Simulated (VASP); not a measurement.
# Si3N4 (Fd-3m) in VASP: a series of runs, part 2 of 2

VASP 6.6.1. The steps go on from the part before.

## (3) Relaxation of the atoms, LDA

File INCAR:

```
ALGO = Normal ; EDIFF = 1E-7
EDIFFG = -0.003 ; ENCUT = 520
IBRION = 2 ; ISIF = 2
ISMEAR = 0 ; LASPH = True
LCHARG = False ; LREAL = False
LWAVE = False ; NELM = 60
NSW = 80 ; PREC = Accurate
SIGMA = 0.01
```

File KPOINTS:

```
k-points
0
Gamma
  5 5 5
```

File POSCAR:

```
Si3N4
1.0
    0.0000000000      3.7231025000      3.7231025000
    3.7231025000      0.0000000000      3.7231025000
    3.7231025000      3.7231025000      0.0000000000
Si N
6 8
Direct
    0.1250000000      0.1250000000      0.1250000000
    0.6250000000      0.1250000000      0.1250000000
    0.1250000000      0.1250000000      0.6250000000
    0.1250000000      0.6250000000      0.1250000000
    0.5000000000      0.5000000000      0.5000000000
    0.7500000000      0.7500000000      0.7500000000
    0.8824000000      0.8824000000      0.8824000000
    0.8972000000      0.3676000000      0.3676000000
    0.8824000000      0.8824000000      0.3528000000
    0.3676000000      0.8972000000      0.3676000000
    0.3528000000      0.8824000000      0.8824000000
    0.3676000000      0.3676000000      0.3676000000
    0.8824000000      0.3528000000      0.8824000000
    0.3676000000      0.3676000000      0.8972000000
```

Potentials or basis: VASP PAW LDA potentials, release 64 (Si, N).

The run is started by

```bash
$ cat potpaw_LDA.64/Si/POTCAR potpaw_LDA.64/N/POTCAR > POTCAR
$ mpirun -np 1 vasp_std > vasp.out
```

OUTCAR:

```text
EDIFF = 1E-7
   EDIFFG = -0.003
   ENCUT = 520
   IBRION = 2
   ISIF = 2
   ISMEAR = 0
   LASPH = True
   LREAL = False
   NELM = 60
   NSW = 80
   PREC = Accurate

 ion  position               nearest neighbor table
   1  0.125  0.125  0.125-   8 1.81  10 1.81  11 1.81  13 1.81   9 1.81  14 1.81   2 2.63   3 2.63
                             4 2.63   3 2.63   4 2.63   2 2.63   6 3.09   5 3.09   6 3.09   5 3.09
   2  0.625  0.125  0.125-   9 1.81  10 1.81  13 1.81  14 1.81   7 1.81  12 1.81   1 2.63   3 2.63
                             4 2.63   1 2.63   3 2.63   4 2.63   5 3.09   6 3.09   5 3.09   6 3.09
   3  0.125  0.125  0.625-   8 1.81  10 1.81  11 1.81  13 1.81  12 1.81   7 1.81   1 2.63   1 2.63
                             2 2.63   4 2.63   4 2.63   2 2.63   6 3.09   6 3.09   6 3.09   5 3.09
   4  0.125  0.625  0.125-   8 1.81   9 1.81  11 1.81  14 1.81  12 1.81   7 1.81   1 2.63   3 2.63
                             1 2.63   2 2.63   3 2.63   2 2.63   5 3.09   6 3.09   6 3.09   6 3.09
   5  0.500  0.500  0.500-  12 1.71  10 1.71   8 1.71  14 1.71   2 3.09   3 3.09   1 3.09   2 3.09
                             4 3.09   2 3.09   3 3.09   4 3.09   1 3.09   3 3.09   4 3.09   1 3.09
   6  0.750  0.750  0.750-   7 1.71   9 1.71  11 1.71  13 1.71   3 3.09   4 3.09   2 3.09   1 3.09
                             2 3.09   4 3.09   1 3.09   2 3.09   3 3.09   1 3.09   3 3.09   4 3.09
[... 299 lines left out ...]

 number of electron      64.0000000 magnetization

 Free energy of the ion-electron system (eV)
  ---------------------------------------------------
  ext. energy  EPLUGINS =         0.00000000
  ---------------------------------------------------
  free energy    TOTEN  =      -124.34382786 eV

  energy without entropy =     -124.34382786  energy(sigma->0) =     -124.34382786

 E-fermi :  11.0037     XC(G=0): -13.1398

 val. band max:       10.8814615658   @ k =   0.0000   0.0000   0.0000
 cond. band min:      14.6184169261   @ k =   0.0000   0.0000   0.0000
 fundamental gap:      3.7369553603
 Fermi energy:        11.0037035200

 k-point     1 :       0.0000    0.0000    0.0000
  band No.  band energies     occupation
      1      -9.1546      2.00000
      2      -5.2750      2.00000
      3      -4.2329      2.00000
      4      -4.2329      2.00000
      5      -4.2329      2.00000
      6      -3.0135      2.00000
[... 460 lines left out ...]
  FREE ENERGIE OF THE ION-ELECTRON SYSTEM (eV)
  ---------------------------------------------------
  free  energy   TOTEN  =      -124.3438278589 eV

  energy  without entropy=     -124.3438278589  energy(sigma->0) =     -124.34382786

 reached required accuracy - stopping structural energy minimisation
```

OSZICAR:

```text
N       E                     dE             d eps       ncg     rms          rms(c)
DAV:   1     0.272686370443E+03    0.27269E+03   -0.33951E+04   800   0.154E+03
DAV:   2    -0.125001219509E+03   -0.39769E+03   -0.38372E+03  1040   0.299E+02
DAV:   3    -0.140506136773E+03   -0.15505E+02   -0.15413E+02   960   0.639E+01
[... 27 lines left out ...]
DAV:   4    -0.124343842022E+03   -0.44265E-04   -0.20026E-03   952   0.216E-01    0.113E-01
DAV:   5    -0.124343846435E+03   -0.44138E-05   -0.13330E-04  1112   0.715E-02    0.169E-02
DAV:   6    -0.124343827292E+03    0.19143E-04   -0.90979E-05   936   0.547E-02    0.615E-03
DAV:   7    -0.124343827905E+03   -0.61309E-06   -0.79957E-06   992   0.143E-02    0.295E-03
DAV:   8    -0.124343827859E+03    0.46559E-07   -0.37317E-07   864   0.301E-03
   3 F= -.12434383E+03 E0= -.12434383E+03  d E =-.871217E-02
```

CONTCAR:

```text
Si3N4
   1.00000000000000
     0.0000000000000000    3.7231025000000000    3.7231025000000000
     3.7231025000000000    0.0000000000000000    3.7231025000000000
     3.7231025000000000    3.7231025000000000    0.0000000000000000
  Si              N
     6     8
Direct
     0.1250000000000000    0.1250000000000000    0.1250000000000000
[... 17 lines left out ...]
  0.00000000E+00  0.00000000E+00  0.00000000E+00
  0.00000000E+00  0.00000000E+00  0.00000000E+00
  0.00000000E+00  0.00000000E+00  0.00000000E+00
  0.00000000E+00  0.00000000E+00  0.00000000E+00
  0.00000000E+00  0.00000000E+00  0.00000000E+00
  0.00000000E+00  0.00000000E+00  0.00000000E+00
  0.00000000E+00  0.00000000E+00  0.00000000E+00
  0.00000000E+00  0.00000000E+00  0.00000000E+00
  0.00000000E+00  0.00000000E+00  0.00000000E+00
  0.00000000E+00  0.00000000E+00  0.00000000E+00
  0.00000000E+00  0.00000000E+00  0.00000000E+00
```

Run time: 98 s. Hardware: 1 thread of AMD EPYC 7R13 (Zen 3), shared host; peak memory 0.16 GiB.

Results:

- Free energy: -124.3438 eV
- Energy gained by relaxing: 0.6 meV/atom
- Ionic steps: 3
- Pressure after relaxing: 39.0 GPa
- Band gap on the k mesh: 3.74 eV

The path:
```tsv
step	energy change (eV)	largest force (eV/Å)	pressure (GPa)
1	0.0000	0.3703	39.23
2	0.0279	0.7649	38.56
3	-0.0087	0.0001	38.95
```

Final structure:
```xyz
14
Lattice="0.0000 3.7231 3.7231 3.7231 0.0000 3.7231 3.7231 3.7231 0.0000" Properties=species:S:1:pos:R:3 pbc="T T T"
Si    0.9308    0.9308    0.9308
Si    0.9308    2.7923    2.7923
Si    2.7923    2.7923    0.9308
Si    2.7923    0.9308    2.7923
Si    3.7231    3.7231    3.7231
Si    5.5847    5.5847    5.5847
N     6.5671    6.5671    6.5671
N     2.7406    4.7056    4.7056
N     4.6022    4.6022    6.5671
N     4.7056    2.7406    4.7056
N     6.5671    4.6022    4.6022
N     2.7406    2.7406    2.7406
N     4.6022    6.5671    4.6022
N     4.7056    4.7056    2.7406
```

Levels at points of the mesh, in eV from the valence-band top:
```
           k point  band 30  band 31  band 32  band 33  band 34  band 35
(0.00, 0.00, 0.00)     0.00     0.00     0.00     3.74     3.74     3.74
```
